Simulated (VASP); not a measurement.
# NbAs (rocksalt type) (Fm-3m) in VASP: notebook, part 2 of 2

VASP 6.6.1. Earlier steps stand in the parts before.

## Step 3: Electric field gradients, PBE (volume scaled by 0.98)

INCAR reads:

```
SYSTEM = NbAs
  PREC = Accurate
  ENCUT = 520
  EDIFF = 1E-8
  ISMEAR = -1
  SIGMA = 0.05
  LREAL = .False.
  LASPH = .True.
  NELM = 80
  ALGO = Normal
  ISIF = 2
  LWAVE = .False.
  LCHARG = .False.
  GGA = PE
  LEFG = .True.
  NBANDS = 16
```

KPOINTS reads:

```
regular mesh
0
Gamma
  11 11 11
  0 0 0
```

POSCAR reads:

```
NbAs
1.0
    0.0000000000      2.6198985012      2.6198985012
    2.6198985012      0.0000000000      2.6198985012
    2.6198985012      2.6198985012      0.0000000000
Nb As
1 1
Direct
    0.0000000000      0.0000000000      0.0000000000
    0.5000000000      0.5000000000      0.5000000000
```

Potentials or basis: VASP PAW PBE potentials, release 64 (Nb_sv, As).

On the command line:

```bash
$ cat potpaw_PBE.64/Nb_sv/POTCAR potpaw_PBE.64/As/POTCAR > POTCAR
$ mpirun -np 1 vasp_std > vasp.out
```

OUTCAR:

```text
SYSTEM = NbAs
   PREC = Accurate
   ENCUT = 520
   EDIFF = 1E-8
   ISMEAR = -1
   LREAL = .False.
   LASPH = .True.
   NELM = 80
   ISIF = 2
   GGA = PE

 ion  position               nearest neighbor table
   1  0.000  0.000  0.000-   2 2.62   2 2.62   2 2.62   2 2.62   2 2.62   2 2.62
   2  0.500  0.500  0.500-   1 2.62   1 2.62   1 2.62   1 2.62   1 2.62   1 2.62

  LATTYP: Found a face centered cubic cell.
 ALAT       =     5.2397970024

  Lattice vectors:

 A1 = (   0.0000000000,   2.6198985012,   2.6198985012)
 A2 = (   2.6198985012,   0.0000000000,   2.6198985012)
 A3 = (   2.6198985012,   2.6198985012,   0.0000000000)

Analysis of symmetry for initial positions (statically):
=====================================================================
 Subroutine PRICEL returns:
 Original cell was already a primitive cell.

 Routine SETGRP: Setting up the symmetry group for a
 face centered cubic supercell.

[... 644 lines left out ...]
      direct lattice vectors                 reciprocal lattice vectors
     0.000000000  2.619898501  2.619898501    -0.190847088  0.190847088  0.190847088
     2.619898501  0.000000000  2.619898501     0.190847088 -0.190847088  0.190847088
     2.619898501  2.619898501  0.000000000     0.190847088  0.190847088 -0.190847088

 POSITION                                       TOTAL-FORCE (eV/Angst)
 -----------------------------------------------------------------------------------
      0.00000      0.00000      0.00000        -0.000000     -0.000000     -0.000000
      2.61990      2.61990      2.61990         0.000000      0.000000      0.000000
 -----------------------------------------------------------------------------------
    total drift:                               -0.000000      0.000000      0.000000

  FREE ENERGIE OF THE ION-ELECTRON SYSTEM (eV)
  ---------------------------------------------------
  free  energy   TOTEN  =       -15.3602114213 eV

  energy  without entropy=      -15.3392737121  energy(sigma->0) =      -15.34974257

 Electric field gradients (V/A^2)
---------------------------------------------------------------------
 ion       V_xx      V_yy      V_zz      V_xy      V_xz      V_yz
---------------------------------------------------------------------
   1       0.000     0.000     0.000     0.000     0.000     0.000
   2      -0.000    -0.000     0.000     0.000     0.000     0.000
---------------------------------------------------------------------

 Electric field gradients after diagonalization (V/A^2)
 (convention: |V_zz| > |V_xx| > |V_yy|)
----------------------------------------------------------------------
 ion       V_xx      V_yy      V_zz     asymmetry (V_yy - V_xx)/ V_zz
----------------------------------------------------------------------
   1      -0.000    -0.000     0.000       0.000
   2      -0.000    -0.000     0.000       0.000
----------------------------------------------------------------------

           NMR quadrupolar parameters

 Cq : quadrupolar parameter    Cq=e*Q*V_zz/h
 eta: asymmetry parameters     (V_yy - V_xx)/ V_zz
 Q  : nuclear electric quadrupole moment in mb (millibarn)
----------------------------------------------------------------------
 ion       Cq(MHz)       eta       Q (mb)
----------------------------------------------------------------------
   1       0.000       0.000       1.000
   2       0.000       0.000       1.000
----------------------------------------------------------------------
```

OSZICAR:

```text
N       E                     dE             d eps       ncg     rms          rms(c)
DAV:   1     0.140194995300E+03    0.14019E+03   -0.93715E+03  1792   0.110E+03
DAV:   2    -0.984442282600E+01   -0.15004E+03   -0.14406E+03  2192   0.352E+02
DAV:   3    -0.161496452686E+02   -0.63052E+01   -0.61511E+01  2800   0.616E+01
DAV:   4    -0.163984570126E+02   -0.24881E+00   -0.24840E+00  2312   0.116E+01
DAV:   5    -0.164046669430E+02   -0.62099E-02   -0.62090E-02  2816   0.175E+00    0.739E+00
DAV:   6    -0.153652916176E+02    0.10394E+01   -0.31764E+00  2864   0.149E+01    0.210E+00
DAV:   7    -0.153631604388E+02    0.21312E-02   -0.10139E-01  2216   0.282E+00    0.129E+00
DAV:   8    -0.153602129646E+02    0.29475E-02   -0.15488E-02  2552   0.908E-01    0.249E-01
DAV:   9    -0.153601740966E+02    0.38868E-04   -0.19745E-03  2472   0.278E-01    0.106E-01
DAV:  10    -0.153602153609E+02   -0.41264E-04   -0.18980E-04  2352   0.145E-01    0.126E-02
DAV:  11    -0.153602131881E+02    0.21728E-05   -0.12953E-05  2392   0.269E-02    0.946E-03
DAV:  12    -0.153602113340E+02    0.18541E-05   -0.13251E-06  2544   0.160E-02    0.229E-03
DAV:  13    -0.153602114480E+02   -0.11398E-06   -0.14556E-07  2560   0.443E-03    0.555E-04
DAV:  14    -0.153602114216E+02    0.26328E-07   -0.24512E-08  1752   0.201E-03    0.100E-04
DAV:  15    -0.153602114213E+02    0.31832E-09   -0.16397E-09  1248   0.440E-04
   1 F= -.15360211E+02 E0= -.15349743E+02  d E =-.209377E-01
```

stdout:

```text
POSCAR found type information on POSCAR NbAs
 POSCAR found :  2 types and       2 ions
 scaLAPACK will be used
 LDA part: xc-table for (Slater+PW92), standard interpolation
 POSCAR, INCAR and KPOINTS ok, starting setup
 FFT: planning ... GRIDC
 FFT: planning ... GRID_SOFT
 FFT: planning ... GRID
 WAVECAR not read
 entering main loop
ion   1

ion   2
```

It took 27 s on 1 thread of Intel Xeon 6975P-C (Granite Rapids), shared host; peak memory 0.17 GiB.

What came out:

```
Free energy            : -15.3602 eV
Pressure               : 3.1 GPa
Band gap on the k mesh : zero (band 9 reaches 10.51 eV, above the bottom of band 10 at 8.66 eV)
```

Caveat: the cell differs from its parent crystal (volume scaled by 0.98); without QUAD_EFG the Cq values of the log hold for a quadrupole moment of 1 mb, not for the nuclei.

## Step 4: Electric field gradients, PBE

This run uses another cell than the first one, of 18.35 Å³/atom, 1.063 times its volume.

INCAR reads:

```
SYSTEM = NbAs
ALGO = Normal
EDIFF = 1E-8
ENCUT = 520
GGA = PE
ISIF = 2
ISMEAR = -1
LASPH = .True.
LCHARG = .False.
LEFG = .True.
LREAL = .False.
LWAVE = .False.
NBANDS = 16
NELM = 60
PREC = Accurate
SIGMA = 0.05
```

KPOINTS reads:

```
k-points
0
Gamma
  11 11 11
  0 0 0
```

POSCAR reads:

```
NbAs
1.0
    0.0000000000      2.6376010551      2.6376010551
    2.6376010551      0.0000000000      2.6376010551
    2.6376010551      2.6376010551      0.0000000000
Nb As
1 1
Direct
    0.0000000000      0.0000000000      0.0000000000
    0.5000000000      0.5000000000      0.5000000000
```

Potentials or basis: VASP PAW PBE potentials, release 64 (Nb_sv, As).

On the command line:

```bash
$ cat potpaw_PBE.64/Nb_sv/POTCAR potpaw_PBE.64/As/POTCAR > POTCAR
$ mpirun -np 1 vasp_std > vasp.out
```

OUTCAR:

```text
SYSTEM = NbAs
   EDIFF = 1E-8
   ENCUT = 520
   GGA = PE
   ISIF = 2
   ISMEAR = -1
   LASPH = .True.
   LREAL = .False.
   NELM = 60
   PREC = Accurate

 ion  position               nearest neighbor table
   1  0.000  0.000  0.000-   2 2.64   2 2.64   2 2.64   2 2.64   2 2.64   2 2.64
   2  0.500  0.500  0.500-   1 2.64   1 2.64   1 2.64   1 2.64   1 2.64   1 2.64

  LATTYP: Found a face centered cubic cell.
 ALAT       =     5.2752021102

  Lattice vectors:

 A1 = (   0.0000000000,   2.6376010551,   2.6376010551)
[... 668 lines left out ...]
  ---------------------------------------------------
  free  energy   TOTEN  =       -15.3674503500 eV

  energy  without entropy=      -15.3462383594  energy(sigma->0) =      -15.35684435

 Electric field gradients (V/A^2)
---------------------------------------------------------------------
 ion       V_xx      V_yy      V_zz      V_xy      V_xz      V_yz
---------------------------------------------------------------------
   1       0.000     0.000     0.000    -0.000    -0.000    -0.000
   2      -0.000    -0.000    -0.000     0.000     0.000     0.000
---------------------------------------------------------------------

 Electric field gradients after diagonalization (V/A^2)
 (convention: |V_zz| > |V_xx| > |V_yy|)
----------------------------------------------------------------------
 ion       V_xx      V_yy      V_zz     asymmetry (V_yy - V_xx)/ V_zz
----------------------------------------------------------------------
   1       0.000     0.000    -0.000       0.000
   2      -0.000    -0.000     0.000       0.000
----------------------------------------------------------------------

           NMR quadrupolar parameters

 Cq : quadrupolar parameter    Cq=e*Q*V_zz/h
 eta: asymmetry parameters     (V_yy - V_xx)/ V_zz
 Q  : nuclear electric quadrupole moment in mb (millibarn)
----------------------------------------------------------------------
 ion       Cq(MHz)       eta       Q (mb)
----------------------------------------------------------------------
   1      -0.000       0.000       1.000
   2       0.000       0.000       1.000
----------------------------------------------------------------------
```

OSZICAR:

```text
N       E                     dE             d eps       ncg     rms          rms(c)
DAV:   1     0.140386789685E+03    0.14039E+03   -0.92108E+03  1792   0.109E+03
DAV:   2    -0.990054859497E+01   -0.15029E+03   -0.14459E+03  2320   0.351E+02
DAV:   3    -0.162081951624E+02   -0.63076E+01   -0.61874E+01  2704   0.616E+01
DAV:   4    -0.164336008822E+02   -0.22541E+00   -0.22515E+00  2360   0.113E+01
DAV:   5    -0.164414056978E+02   -0.78048E-02   -0.78033E-02  2800   0.185E+00    0.722E+00
DAV:   6    -0.153738396497E+02    0.10676E+01   -0.32942E+00  2864   0.150E+01    0.202E+00
DAV:   7    -0.153705974858E+02    0.32422E-02   -0.10573E-01  2208   0.292E+00    0.125E+00
DAV:   8    -0.153674697730E+02    0.31277E-02   -0.16151E-02  2552   0.923E-01    0.252E-01
DAV:   9    -0.153674064749E+02    0.63298E-04   -0.19471E-03  2616   0.271E-01    0.106E-01
DAV:  10    -0.153674537004E+02   -0.47225E-04   -0.18621E-04  2272   0.142E-01    0.144E-02
DAV:  11    -0.153674522428E+02    0.14576E-05   -0.12768E-05  2336   0.264E-02    0.996E-03
DAV:  12    -0.153674502952E+02    0.19476E-05   -0.12992E-06  2384   0.160E-02    0.217E-03
DAV:  13    -0.153674503582E+02   -0.63022E-07   -0.12327E-07  2608   0.398E-03    0.448E-04
DAV:  14    -0.153674503500E+02    0.81802E-08   -0.21086E-08  1688   0.185E-03
   1 F= -.15367450E+02 E0= -.15356844E+02  d E =-.212120E-01
```

stdout:

```text
POSCAR found type information on POSCAR NbAs
 POSCAR found :  2 types and       2 ions
 scaLAPACK will be used
 LDA part: xc-table for (Slater+PW92), standard interpolation
 POSCAR, INCAR and KPOINTS ok, starting setup
 FFT: planning ... GRIDC
 FFT: planning ... GRID_SOFT
 FFT: planning ... GRID
 WAVECAR not read
 entering main loop
ion   1

ion   2
```

It took 30 s on 1 thread of Intel Xeon 6975P-C (Granite Rapids), shared host; peak memory 0.17 GiB.

What came out:

* Free energy: -15.3675 eV
* Pressure: 0.0 GPa
* Band gap on the k mesh: zero (band 9 reaches 10.23 eV, above the bottom of band 10 at 8.44 eV)

Levels at points of the mesh, in eV from the Fermi level:
| k point | band 7 | band 8 | band 9 | band 10 | band 11 | band 12 |
| --- | --- | --- | --- | --- | --- | --- |
| (0.00, 0.00, 0.00) | -1.54 | -1.54 | -0.95 | -0.95 | -0.21 | -0.21 |

Caveat: without QUAD_EFG the Cq values of the log hold for a quadrupole moment of 1 mb, not for the nuclei.

## Step 5: The runs side by side

| cell | gap on the mesh (eV) | pressure (GPa) |
| --- | --- | --- |
| a = 3.655 Å, angles 60.0°, 2 atoms | none | 10.2 |
| a = 3.705 Å, angles 60.0°, 2 atoms | none | 3.1 |
| a = 3.730 Å, angles 60.0°, 2 atoms | none | 0.0 |

Alike in all rows: task electric field gradients; level PBE; potentials or basis VASP PAW PBE potentials, release 64 (Nb_sv, As); no spin polarisation; k mesh 11 × 11 × 11; cutoff (eV) 520; smearing fermi-dirac 0.05 eV.

Absolute energies hang on the potentials; compare differences alone.
